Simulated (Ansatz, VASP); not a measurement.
**Two plane-wave programs on H**

INCAR

```
SYSTEM = H
PREC     = Accurate       ! precision mode
ENCUT    = 520            ! plane-wave cutoff, eV
EDIFF    = 1E-7           ! SCF threshold, eV
ISMEAR   = -4             ! smearing method
SIGMA    = 0.1            ! smearing width, eV
LREAL    = .FALSE.        ! projectors in reciprocal space
LASPH    = .TRUE.         ! aspherical terms in the spheres
NELM     = 150            ! most SCF steps
ALGO     = Normal         ! electronic algorithm
ISIF     = 2              ! what is computed and relaxed
LWAVE    = .FALSE.        ! write WAVECAR
LCHARG   = .TRUE.         ! write CHGCAR
ISPIN    = 2              ! spin polarisation
MAGMOM   = 1.03 1.03      ! initial moments
LORBIT   = 11             ! projections on sites
GGA      = PE             ! functional
LELF     = .TRUE.         ! ELF
LVHAR    = .TRUE.       
NBANDS   = 12             ! bands
```

The input KPOINTS:

```
regular mesh
0
G
  3 3 2
  0 0 0
```

The input POSCAR:

```
H
1.0
    5.1702470185      0.0000000000      0.0000000000
   -2.5851235093      4.4775652619      0.0000000000
    0.0000000000      0.0000000000      3.8495250000
H
2
Direct
    0.3333333333      0.6666666667      0.2500000000
    0.6666666667      0.3333333333      0.7500000000
```

Input for Ansatz:

```yaml
crystal:
  lattice:
    - [5.1702470185, 0.0, 0.0]
    - [-2.5851235093, 4.4775652619, 0.0]
    - [0.0, 0.0, 3.849525]
  atoms:
    - { symbol: H, position: [0.3333333333, 0.6666666667, 0.25], spin: 1.03 }
    - { symbol: H, position: [0.6666666667, 0.3333333333, 0.75], spin: 1.03 }
basis:
  ecutwfc: 420
kpoints:
  mp_grid: { grid: [3, 3, 2] }
hamiltonian:
  xc: pbe
scf:
  occupations: { method: tetrahedron_uncorrected }
  lower_state_search: "off"
  max_iter: 80
  convergence: { dr2_threshold: "1e-10 eV" }
output:
  forces: true
  stress: true
  eigenvalues: true
  populations: true
magnetization:
  spin_polarized: true
```

Alike in both runs: task single point; functional PBE; k mesh 3 × 3 × 2; collinear spin.

```csv
,VASP,Ansatz
version,VASP 6.6.1,Ansatz 0.2.0
potentials or method,"VASP PAW PBE potentials, release 64 (H), cutoff 520 eV","scalar-relativistic, plane waves, PAW"
occupations,tetrahedron,tetrahedron-uncorrected
valence electrons in the cell,2,2
```

Ansatz gave:

```
gap on the k mesh at the Fermi level (eV)                     : 6.61
least direct gap on the mesh (eV)                             : 7.31
pressure (GPa)                                                : 0.2
traceless stress, the component that is largest in VASP (GPa) : 0.10
net moment per atom (μB)                                      : 1.00
size of the moment on the site where the two differ most (μB) : 0.94
```

Problem. Which values does VASP return?

Solution. gap on the k mesh at the Fermi level (eV): 6.61; least direct gap on the mesh (eV): 7.31; pressure (GPa): 0.1; traceless stress, the component that is largest in VASP (GPa): 0.10; net moment per atom (μB): 1.00; size of the moment on the site where the two differ most (μB): 0.38.

Site moments also hang on the region over which each program counts them. Ansatz's warnings: band table not solved further, nearly empty spin channel levels not settled, stability check not made.

The k mesh is coarse, so the values compare programs but aren't converged.
